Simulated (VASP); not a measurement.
# MnS (Fm-3m) in VASP: single point with r2SCAN

Aim: the single point of MnS with r2SCAN.

All numbers are computed with VASP 6.6.1; they aren't measurements. Logs are shortened: lines on timing, memory, paths and dates and some standing lists are left out, and cuts for length are marked.

**1. The cell of the first run**

Symmetry: Fm-3m, No. 225, cubic system. The conventional cell has a = 5.209 Å, b = 5.209 Å, c = 5.209 Å, α = 90.00°, β = 90.00°, γ = 90.00°. Mn (site symmetry m-3m) has 6 S at 2.60 Å within 3.4 Å. Within 3.4 Å of S (site symmetry m-3m) lie 6 Mn at 2.60 Å.

**2. Single point, r2SCAN, collinear spin, ferromagnetic start**

Contents of POSCAR:

```
MnS
1.0
    3.6833190000      0.0000000000      0.0000000000
    1.8416595000      3.1898478242      0.0000000000
    1.8416595000      1.0632826081      3.0074173700
Mn S
1 1
Direct
    0.0000000000      0.0000000000      0.0000000000
    0.5000000000      0.5000000000      0.5000000000
```

Contents of INCAR.step1:

```
SYSTEM = MnS
  PREC = Accurate
  ENCUT = 520
  ISMEAR = -1
  SIGMA = 0.1
  LREAL = .False.
  LASPH = .True.
  NELM = 150
  ISPIN = 2
  MAGMOM = 2.8 0
  LMAXMIX = 4
  NBANDS = 20
  GGA = PE
  ALGO = Normal
  EDIFF = 1E-4
  LWAVE = .True.
  LCHARG = .False.
```

Contents of INCAR.step2:

```
SYSTEM = MnS
  PREC = Accurate
  ENCUT = 520
  EDIFF = 1E-6
  ISMEAR = -1
  SIGMA = 0.1
  LREAL = .False.
  LASPH = .True.
  NELM = 150
  ALGO = Normal
  ISIF = 2
  LWAVE = .False.
  LCHARG = .False.
  ISPIN = 2
  MAGMOM = 2.8 0
  LORBIT = 11
  LMAXMIX = 4
  METAGGA = R2SCAN
  LMIXTAU = .True.
  NBANDS = 20
  ISTART = 1
```

Contents of KPOINTS:

```
Automatic mesh
0
Gamma
  8 8 8
  0 0 0
```

Potentials or basis: VASP PAW PBE potentials, release 64 (Mn_pv, S).

Command:

```sh
$ cat potpaw_PBE.64/Mn_pv/POTCAR potpaw_PBE.64/S/POTCAR > POTCAR
$ cp INCAR.step1 INCAR
$ mpirun -np 1 vasp_std > vasp.out
$ cp INCAR.step2 INCAR
$ mpirun -np 1 vasp_std > vasp.out
```

OUTCAR:

```text
SYSTEM = MnS
   PREC = Accurate
   ENCUT = 520
   EDIFF = 1E-6
   ISMEAR = -1
   LREAL = .False.
   LASPH = .True.
   NELM = 150
   ISIF = 2
   ISPIN = 2
   LORBIT = 11
   METAGGA = R2SCAN
   ISTART = 1

 ion  position               nearest neighbor table
   1  0.000  0.000  0.000-   2 2.60   2 2.60   2 2.60   2 2.60   2 2.60   2 2.60
   2  0.500  0.500  0.500-   1 2.60   1 2.60   1 2.60   1 2.60   1 2.60   1 2.60

  LATTYP: Found a face centered cubic cell.
 ALAT       =     5.2089996843

  Lattice vectors:

 A1 = (   3.6833190000,   0.0000000000,   0.0000000000)
 A2 = (   1.8416595000,   3.1898478242,   0.0000000000)
 A3 = (   1.8416595000,   1.0632826081,   3.0074173700)

Analysis of symmetry for initial positions (statically):
=====================================================================
 Subroutine PRICEL returns:
 Original cell was already a primitive cell.

 Routine SETGRP: Setting up the symmetry group for a
 face centered cubic supercell.

 Subroutine GETGRP returns: Found 48 space group operations
 (whereof 48 operations were pure point group operations)
 out of a pool of 48 trial point group operations.

The static configuration has the point symmetry O_h .

Analysis of symmetry for dynamics (positions and initial velocities):
=====================================================================
 Subroutine PRICEL returns:
 Original cell was already a primitive cell.

 Routine SETGRP: Setting up the symmetry group for a
 face centered cubic supercell.

 Subroutine GETGRP returns: Found 48 space group operations
 (whereof 48 operations were pure point group operations)
 out of a pool of 48 trial point group operations.

The dynamic configuration has the point symmetry O_h .

Analysis of structural, dynamic, and magnetic symmetry:
=====================================================================
 Subroutine PRICEL returns:
 Original cell was already a primitive cell.

 Routine SETGRP: Setting up the symmetry group for a
 face centered cubic supercell.

 Subroutine GETGRP returns: Found 48 space group operations
 (whereof 48 operations were pure point group operations)
 out of a pool of 48 trial point group operations.

The overall configuration has the point symmetry O_h .

 Subroutine INISYM returns: Found 48 space group operations
 (whereof 48 operations are pure point group operations),
 and found     1 'primitive' translations

----------------------------------------------------------------------------------------

                                     Primitive cell

  volume of cell :      35.3348

  direct lattice vectors                    reciprocal lattice vectors
     3.683319000  0.000000000  0.000000000     0.271494269 -0.156747289 -0.110837071
     1.841659500  3.189847824  0.000000000     0.000000000  0.313494579 -0.110837071
     1.841659500  1.063282608  3.007417370     0.000000000  0.000000000  0.332511214

  length of vectors
     3.683319000  3.683319000  3.683319000     0.332511214  0.332511214  0.332511214

  position of ions in fractional coordinates (direct lattice)
     0.000000000  0.000000000  0.000000000
     0.500000000  0.500000000  0.500000000

  ion indices of the primitive-cell ions
   primitive index   ion index
                 1           1
                 2           2

----------------------------------------------------------------------------------------

 KPOINTS: Automatic mesh

Automatic generation of k-mesh.
 Grid dimensions read from file:
 generate k-points for:    8    8    8

 Generating k-lattice:

  Cartesian coordinates                     Fractional coordinates (reciprocal lattice)
     0.033936784 -0.019593411 -0.013854634     0.125000000  0.000000000  0.000000000
     0.000000000  0.039186822 -0.013854634     0.000000000  0.125000000 -0.000000000
     0.000000000  0.000000000  0.041563902     0.000000000  0.000000000  0.125000000

  Length of vectors
     0.041563902  0.041563902  0.041563902

  Shift w.r.t. Gamma in fractional coordinates (k-lattice)
     0.000000000  0.000000000  0.000000000

 Subroutine IBZKPT returns following result:
 ===========================================

 Found     29 irreducible k-points:

 Following reciprocal coordinates:
            Coordinates               Weight
  0.000000  0.000000  0.000000      1.000000
  0.125000  0.000000  0.000000      8.000000
  0.250000  0.000000  0.000000      8.000000
  0.375000  0.000000  0.000000      8.000000
  0.500000  0.000000  0.000000      4.000000
  0.125000  0.125000  0.000000      6.000000
[... 16 lines left out ...]
  0.500000  0.250000  0.125000     48.000000
 -0.375000  0.250000  0.125000     24.000000
 [... further k-points ...]
   k-points           NKPTS =     29   k-points in BZ     NKDIM =     29   number of bands    NBANDS=     20
   number of dos      NEDOS =    301   number of ions     NIONS =      2
   total plane-waves  NPLWV =  21952
   dimension x,y,z NGX =    28 NGY =   28 NGZ =   28
   dimension x,y,z NGXF=    56 NGYF=   56 NGZF=   56
   ions per type =               1   1
   NGX,Y,Z   is equivalent  to a cutoff of  12.64, 12.64, 12.64 a.u.
   NGXF,Y,Z  is equivalent  to a cutoff of  25.28, 25.28, 25.28 a.u.
 SYSTEM =  MnS
   PREC   = accura    normal or accurate (medium, high low for compatibility)
   ISTART =      1    job   : 0-new  1-cont  2-samecut
   ICHARG =      0    charge: 1-file 2-atom 10-const
   ISPIN  =      2    spin polarized calculation?
   LNONCOLLINEAR =      F non collinear calculations
   LSORBIT =      F    spin-orbit coupling
   LASPH  =      T    aspherical Exc in radial PAW
   ENCUT  =  520.0 eV  38.22 Ry    6.18 a.u.   6.85  6.85  6.85*2*pi/ulx,y,z
   NELM   =    150;   NELMIN=  2; NELMDL=  0     # of ELM steps
   EDIFF  = 0.1E-05   stopping-criterion for ELM
   LREAL  =      F    real-space projection
   EDIFFG = 0.1E-04   stopping-criterion for IOM
   NSW    =      0    number of steps for IOM
   IBRION =     -1    ionic relax: 0-MD 1-quasi-New 2-CG
   NFREE  =      0    steps in history (QN), initial steepest desc. (CG)
   ISIF   =      2    stress and relaxation
   ISYM   =      2    0-nonsym 1-usesym 2-fastsym
   POTIM  = 0.5000    time-step for ionic-motion
   TEBEG  =    0.0;   TEEND  =   0.0 temperature during run
   PSTRESS=    0.0 pullay stress
   NELECT =      19.0000    total number of electrons
   NUPDOWN=      -1.0000    fix difference up-down
   EMIN   =  10.00;   EMAX   =-10.00  energy-range for DOS
   EFERMI =   0.00;   METHOD = LEGACY
   ISMEAR =    -1;   SIGMA  =   0.10  broadening in eV -4-tet -1-fermi 0-gaus
   EFERMI_NEDOS =   21; number of points for ismear=-14 and -15
   IALGO  =     38    algorithm
   IMIX   =      4    mixing-type and parameters
     AMIX     =   0.40;   BMIX     =  1.00
     AMIX_MAG =   1.60;   BMIX_MAG =  1.00
  volume/ion in A,a.u.               =      17.67       119.23
  Fermi-wavevector in a.u.,A,eV,Ry     =   1.331246  2.515690 24.112467  1.772216
  Thomas-Fermi vector in A             =   2.460272
   LORBIT       =     11    0 simple, 1 ext, 2 COOP (PROOUT), +10 PAW based schemes
   METAGGA = R2SCAN    functional components
   LHFCALC =     F    Hartree Fock is set to
   AEXX    =    0.0000 exact exchange contribution
   IVDW    =     0    specifies the selected vdW correction
   LEPSILON=     F    determine dielectric tensor
   LRPA    =     F    only Hartree local field effects (RPA)
 spin polarized calculation
  energy-cutoff  :      520.00
  volume of cell :       35.33
 maximum number of plane-waves:       961
   NGX = 13   NGY = 13   NGZ = 13

 number of electron      18.9999989 magnetization       4.9597548

 Free energy of the ion-electron system (eV)
  ---------------------------------------------------
  ext. energy  EPLUGINS =         0.00000000
  ---------------------------------------------------
  free energy    TOTEN  =       -24.87998118 eV

  energy without entropy =      -24.87132402  energy(sigma->0) =      -24.87565260

 E-fermi :   6.7281     XC(G=0): -11.2164

 val. band max:        6.6712862148   @ k =   0.5000   0.0000   0.0000
 cond. band min:       6.9323418568   @ k =   0.5000   0.3750   0.0000
 fundamental gap:      0.2610556420
 Fermi energy:         6.7280665202

 spin component 1

 k-point     1 :       0.0000    0.0000    0.0000
  band No.  band energies     occupation
      1     -46.6136      1.00000
      2     -46.6136      1.00000
      3     -46.6135      1.00000
      4      -8.6049      1.00000
      5       2.5950      1.00000
      6       2.5950      1.00000
[... 12 lines left out ...]
     19      18.7667      0.00000
     20      19.3303      0.00000
[... 507 lines left out ...]
 k-point    24 :      -0.3750    0.2500    0.1250
  band No.  band energies     occupation
      1     -46.6201      1.00000
      2     -46.6165      1.00000
      3     -46.6153      1.00000
      4      -7.1213      1.00000
      5      -0.1515      1.00000
      6       1.1386      1.00000
[... 12 lines left out ...]
     19      21.7943      0.00000
     20      22.5059      0.00000

 [... further k-points ...]

 spin component 2

 k-point     1 :       0.0000    0.0000    0.0000
  band No.  band energies     occupation
      1     -40.3746      1.00000
      2     -40.3746      1.00000
      3     -40.3744      1.00000
      4      -8.2548      1.00000
      5       4.9187      1.00000
      6       4.9187      1.00000
[... 12 lines left out ...]
     19      20.1959      0.00000
     20      21.6528      0.00000
[... 507 lines left out ...]
 k-point    24 :      -0.3750    0.2500    0.1250
  band No.  band energies     occupation
      1     -40.3849      1.00000
      2     -40.3791      1.00000
      3     -40.3772      1.00000
      4      -6.7817      1.00000
      5       0.6421      1.00000
      6       2.4371      1.00000
[... 12 lines left out ...]
     19      22.7784      0.00000
     20      23.6476      0.00000

 [... further k-points ...]

------------------------ aborting loop because EDIFF is reached ----------------------------------------

  FORCE on cell =-STRESS in cart. coord.  units (eV):
  Direction    XX          YY          ZZ          XY          YZ          ZX
  --------------------------------------------------------------------------------------
  -------------------------------------------------------------------------------------
  Total        0.0367035      0.0367035      0.0367035     -0.0000000      0.0000000     -0.0000000
  in kB        1.6642372      1.6642372      1.6642372     -0.0000000      0.0000000     -0.0000000
  external PRESSURE =       1.6642372 kB  Pullay stress =       0.0000000 kB

 VOLUME and BASIS-vectors are now :
 -----------------------------------------------------------------------------
  energy-cutoff  :      520.00
  volume of cell :       35.33
      direct lattice vectors                 reciprocal lattice vectors
     3.683319000  0.000000000  0.000000000     0.271494269 -0.156747289 -0.110837071
     1.841659500  3.189847824  0.000000000     0.000000000  0.313494579 -0.110837071
     1.841659500  1.063282608  3.007417370     0.000000000  0.000000000  0.332511214

 POSITION                                       TOTAL-FORCE (eV/Angst)
 -----------------------------------------------------------------------------------
      0.00000      0.00000      0.00000         0.000000      0.000000      0.000000
      3.68332      2.12657      1.50371        -0.000000     -0.000000      0.000000
 -----------------------------------------------------------------------------------
    total drift:                                0.000000     -0.000000     -0.000000

  FREE ENERGIE OF THE ION-ELECTRON SYSTEM (eV)
  ---------------------------------------------------
  free  energy   TOTEN  =       -24.8799811812 eV

  energy  without entropy=      -24.8713240219  energy(sigma->0) =      -24.87565260

 total charge

# of ion       s       p       d       tot
------------------------------------------
    1        0.219   6.161   4.899  11.279
    2        1.310   2.477   0.000   3.787
--------------------------------------------------
tot          1.530   8.638   4.899  15.066

 magnetization (x)

# of ion       s       p       d       tot
------------------------------------------
    1        0.051   0.037   4.398   4.486
    2        0.029   0.104   0.000   0.134
--------------------------------------------------
tot          0.080   0.142   4.398   4.620
```

Run time: 2.1 min. Hardware: 1 thread of Intel Xeon Platinum 8375C at 2.90GHz (Ice Lake), shared host; peak memory 0.19 GiB.

What came out:

- Free energy: -24.8800 eV
- Pressure: 0.2 GPa
- Net moment: 4.96 μB per cell
- Site moments: Mn +4.49; S +0.13 μB
- Valence electrons inside the program's atomic spheres: Mn 11.28; S 3.79

Levels at points of the mesh, in eV from the Fermi level:
Spin up:
```csv
k point,band 8,band 9,band 10,band 11,band 12,band 13,band 14,band 15,band 16,band 17
"(0.00, 0.00, 0.00)",-4.06,-4.06,-2.14,-2.14,-2.14,2.02,8.74,8.74,8.74,11.02
"(0.50, 0.00, 0.00)",-3.66,-3.66,-3.22,-0.06,-0.06,3.05,5.57,5.57,8.85,12.67
"(0.50, 0.50, 0.00)",-3.78,-3.78,-3.54,-3.54,-3.02,0.89,5.46,10.73,12.51,12.51
```
Spin down:
| k point | band 4 | band 5 | band 6 | band 7 | band 8 | band 9 | band 10 | band 11 |
| --- | --- | --- | --- | --- | --- | --- | --- | --- |
| (0.00, 0.00, 0.00) | -14.98 | -1.81 | -1.81 | -1.81 | 1.02 | 1.02 | 1.02 | 1.03 |
| (0.50, 0.00, 0.00) | -13.64 | -6.65 | -3.45 | -3.45 | 2.16 | 2.16 | 2.33 | 3.80 |
| (0.50, 0.50, 0.00) | -13.46 | -5.87 | -3.41 | -3.41 | -0.26 | 1.52 | 2.35 | 2.43 |

Caveat: the PAW data sets were made with another functional, which shifts forces and pressure a little; a cell with one magnetic atom can't hold antiferromagnetic order, which such compounds often take; semilocal functionals often make such compounds metallic where correlation or magnetic order opens a gap, which also shifts bond lengths.
